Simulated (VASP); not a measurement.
# Sb (Fm-3m) in VASP: further runs

The runs below take Sb through single point, with PBE.

All numbers are computed with VASP 6.6.1; they aren't measurements. Logs are shortened: lines on timing, memory, paths and dates and some standing lists are left out, and cuts for length are marked.

### 1 The cell of the first run

It takes space group Fm-3m (No. 225, cubic). The conventional cell has a = 4.521 Å, b = 4.521 Å, c = 4.521 Å, α = 90.00°, β = 90.00°, γ = 90.00°. Within 4.2 Å of Sb (site symmetry m-3m) lie 12 Sb at 3.20 Å.

### 2 Single point, PBE (volume scaled by 0.84)

Contents of INCAR:

```
PREC = Accurate
ENCUT = 520
EDIFF = 1E-7
ISMEAR = -1
SIGMA = 0.08
LREAL = False
LASPH = True
NELM = 100
ALGO = Normal
ISIF = 2
LWAVE = False
LCHARG = True
GGA = PE
LELF = True
LVHAR = True
NBANDS = 8
```

Contents of KPOINTS:

```
regular mesh
0
Gamma
  15 15 15
```

Contents of POSCAR:

```
Sb
1.0
    0.0000000000      2.2606862821      2.2606862821
    2.2606862821      0.0000000000      2.2606862821
    2.2606862821      2.2606862821      0.0000000000
Sb
1
Direct
    0.0000000000      0.0000000000      0.0000000000
```

Potentials or basis: VASP PAW PBE potentials, release 64 (Sb).

Command:

```console
$ cat potpaw_PBE.64/Sb/POTCAR > POTCAR
$ mpirun -np 1 vasp_std > vasp.out
```

OUTCAR:

```text
PREC = Accurate
   ENCUT = 520
   EDIFF = 1E-7
   ISMEAR = -1
   LREAL = False
   LASPH = True
   NELM = 100
   ISIF = 2
   GGA = PE

 ion  position               nearest neighbor table
   1  0.000  0.000  0.000-

  LATTYP: Found a face centered cubic cell.
 ALAT       =     4.5213725642

  Lattice vectors:

 A1 = (   0.0000000000,   2.2606862821,   2.2606862821)
 A2 = (   2.2606862821,   0.0000000000,   2.2606862821)
 A3 = (   2.2606862821,   2.2606862821,   0.0000000000)

Analysis of symmetry for initial positions (statically):
=====================================================================
 Subroutine PRICEL returns:
 Original cell was already a primitive cell.

 Routine SETGRP: Setting up the symmetry group for a
 face centered cubic supercell.

 Subroutine GETGRP returns: Found 48 space group operations
 (whereof 48 operations were pure point group operations)
 out of a pool of 48 trial point group operations.

The static configuration has the point symmetry O_h .

Analysis of symmetry for dynamics (positions and initial velocities):
=====================================================================
 Subroutine PRICEL returns:
 Original cell was already a primitive cell.

 Routine SETGRP: Setting up the symmetry group for a
 face centered cubic supercell.

 Subroutine GETGRP returns: Found 48 space group operations
 (whereof 48 operations were pure point group operations)
 out of a pool of 48 trial point group operations.

The dynamic configuration has the point symmetry O_h .

 Subroutine INISYM returns: Found 48 space group operations
 (whereof 48 operations are pure point group operations),
 and found     1 'primitive' translations

----------------------------------------------------------------------------------------

                                     Primitive cell

  volume of cell :      23.1074

  direct lattice vectors                    reciprocal lattice vectors
     0.000000000  2.260686282  2.260686282    -0.221171776  0.221171776  0.221171776
     2.260686282  0.000000000  2.260686282     0.221171776 -0.221171776  0.221171776
     2.260686282  2.260686282  0.000000000     0.221171776  0.221171776 -0.221171776

  length of vectors
     3.197093200  3.197093200  3.197093200     0.383080753  0.383080753  0.383080753

  position of ions in fractional coordinates (direct lattice)
[... 70 lines left out ...]
   ICHARG =      2    charge: 1-file 2-atom 10-const
   ISPIN  =      1    spin polarized calculation?
   LNONCOLLINEAR =      F non collinear calculations
   LSORBIT =      F    spin-orbit coupling
   LASPH  =      T    aspherical Exc in radial PAW
   ENCUT  =  520.0 eV  38.22 Ry    6.18 a.u.   5.94  5.94  5.94*2*pi/ulx,y,z
   NELM   =    100;   NELMIN=  2; NELMDL= -5     # of ELM steps
   EDIFF  = 0.1E-06   stopping-criterion for ELM
   LREAL  =      F    real-space projection
   EDIFFG = 0.1E-05   stopping-criterion for IOM
   NSW    =      0    number of steps for IOM
   IBRION =     -1    ionic relax: 0-MD 1-quasi-New 2-CG
   NFREE  =      0    steps in history (QN), initial steepest desc. (CG)
   ISIF   =      2    stress and relaxation
   ISYM   =      2    0-nonsym 1-usesym 2-fastsym
   POTIM  = 0.5000    time-step for ionic-motion
   TEBEG  =    0.0;   TEEND  =   0.0 temperature during run
   PSTRESS=    0.0 pullay stress
   NELECT =       5.0000    total number of electrons
   NUPDOWN=      -1.0000    fix difference up-down
   EMIN   =  10.00;   EMAX   =-10.00  energy-range for DOS
   EFERMI =   0.00;   METHOD = LEGACY
   ISMEAR =    -1;   SIGMA  =   0.08  broadening in eV -4-tet -1-fermi 0-gaus
   EFERMI_NEDOS =   21; number of points for ismear=-14 and -15
   IALGO  =     38    algorithm
   IMIX   =      4    mixing-type and parameters
     AMIX     =   0.40;   BMIX     =  1.00
     AMIX_MAG =   1.60;   BMIX_MAG =  1.00
  volume/ion in A,a.u.               =      23.11       155.94
  Fermi-wavevector in a.u.,A,eV,Ry     =   0.982836  1.857291 13.142782  0.965967
  Thomas-Fermi vector in A             =   2.113949
   LORBIT       =      0    0 simple, 1 ext, 2 COOP (PROOUT), +10 PAW based schemes
   GGA     = PE    functional components
   LHFCALC =     F    Hartree Fock is set to
   AEXX    =    0.0000 exact exchange contribution
   IVDW    =     0    specifies the selected vdW correction
   LEPSILON=     F    determine dielectric tensor
   LRPA    =     F    only Hartree local field effects (RPA)
 non-spin polarized calculation
  energy-cutoff  :      520.00
  volume of cell :       23.11
 maximum number of plane-waves:       635
   NGX = 11   NGY = 11   NGZ = 11

 number of electron       5.0000000 magnetization

 Free energy of the ion-electron system (eV)
  ---------------------------------------------------
  ext. energy  EPLUGINS =         0.00000000
  ---------------------------------------------------
  free energy    TOTEN  =        -3.65913023 eV

  energy without entropy =       -3.64698076  energy(sigma->0) =       -3.65305550

 E-fermi :  10.7328     XC(G=0): -10.9171

 val. band max:       10.7309957320   @ k =  -0.2667   0.4000   0.1333
 cond. band min:      10.7468400637   @ k =   0.4667   0.2667   0.0667
 fundamental gap:      0.0158443317
 Fermi energy:        10.7328227407

 k-point     1 :       0.0000    0.0000    0.0000
  band No.  band energies     occupation
      1      -3.5660      2.00000
      2      17.1920      0.00000
      3      17.1920      0.00000
      4      17.1920      0.00000
      5      20.8496      0.00000
      6      21.1424      0.00000
      7      21.1424      0.00000
      8      21.1424      0.00000
[... 243 lines left out ...]
 k-point    24 :       0.2000    0.1333    0.0000
  band No.  band energies     occupation
      1      -2.6542      2.00000
      2      13.2890      0.00000
      3      14.6449      0.00000
      4      15.3764      0.00000
      5      18.2604      0.00000
      6      20.0303      0.00000
      7      23.6651      0.00000
      8      24.2318      0.00000

 [... further k-points ...]
[... 5 lines left out ...]
  --------------------------------------------------------------------------------------
  -------------------------------------------------------------------------------------
  Total        2.1666265      2.1666265      2.1666265      0.0000000     -0.0000000      0.0000000
  in kB      150.2255263    150.2255263    150.2255263      0.0000000     -0.0000000      0.0000000
  external PRESSURE =     150.2255263 kB  Pullay stress =       0.0000000 kB

 VOLUME and BASIS-vectors are now :
 -----------------------------------------------------------------------------
  energy-cutoff  :      520.00
  volume of cell :       23.11
      direct lattice vectors                 reciprocal lattice vectors
     0.000000000  2.260686282  2.260686282    -0.221171776  0.221171776  0.221171776
     2.260686282  0.000000000  2.260686282     0.221171776 -0.221171776  0.221171776
     2.260686282  2.260686282  0.000000000     0.221171776  0.221171776 -0.221171776

 POSITION                                       TOTAL-FORCE (eV/Angst)
 -----------------------------------------------------------------------------------
      0.00000      0.00000      0.00000        -0.000000      0.000000     -0.000000
 -----------------------------------------------------------------------------------
    total drift:                               -0.000000      0.000000      0.000000

  FREE ENERGIE OF THE ION-ELECTRON SYSTEM (eV)
  ---------------------------------------------------
  free  energy   TOTEN  =        -3.6591302317 eV

  energy  without entropy=       -3.6469807644  energy(sigma->0) =       -3.65305550
```

OSZICAR:

```text
N       E                     dE             d eps       ncg     rms          rms(c)
DAV:   1     0.609722177131E+01    0.60972E+01   -0.17464E+03  1944   0.420E+02
DAV:   2    -0.357288680455E+01   -0.96701E+01   -0.91819E+01  2720   0.561E+01
DAV:   3    -0.366496188215E+01   -0.92075E-01   -0.91875E-01  2336   0.618E+00
DAV:   4    -0.366517271792E+01   -0.21084E-03   -0.21083E-03  3000   0.359E-01
DAV:   5    -0.366517302516E+01   -0.30725E-06   -0.30764E-06  2464   0.891E-03    0.227E+00
DAV:   6    -0.366141441051E+01    0.37586E-02   -0.76882E-04  2512   0.159E-01    0.133E+00
DAV:   7    -0.365913213467E+01    0.22823E-02   -0.18329E-03  2288   0.241E-01    0.402E-02
DAV:   8    -0.365913037782E+01    0.17569E-05   -0.26917E-05  2992   0.411E-02    0.759E-03
DAV:   9    -0.365913018829E+01    0.18953E-06   -0.50101E-07  2632   0.527E-03    0.145E-03
DAV:  10    -0.365913023172E+01   -0.43434E-07   -0.64929E-09  1984   0.571E-04
   1 F= -.36591302E+01 E0= -.36530555E+01  d E =-.121495E-01
```

Run time: 23 s. Hardware: 1 thread of Intel Xeon 8259CL, shared host; peak memory 0.15 GiB.

Results:

```
Free energy : -3.6591 eV
Pressure    : 15.0 GPa
```

Caveat: spin-orbit coupling is left out, which moves the levels of the heavy elements.

[end of part 1 of 2]
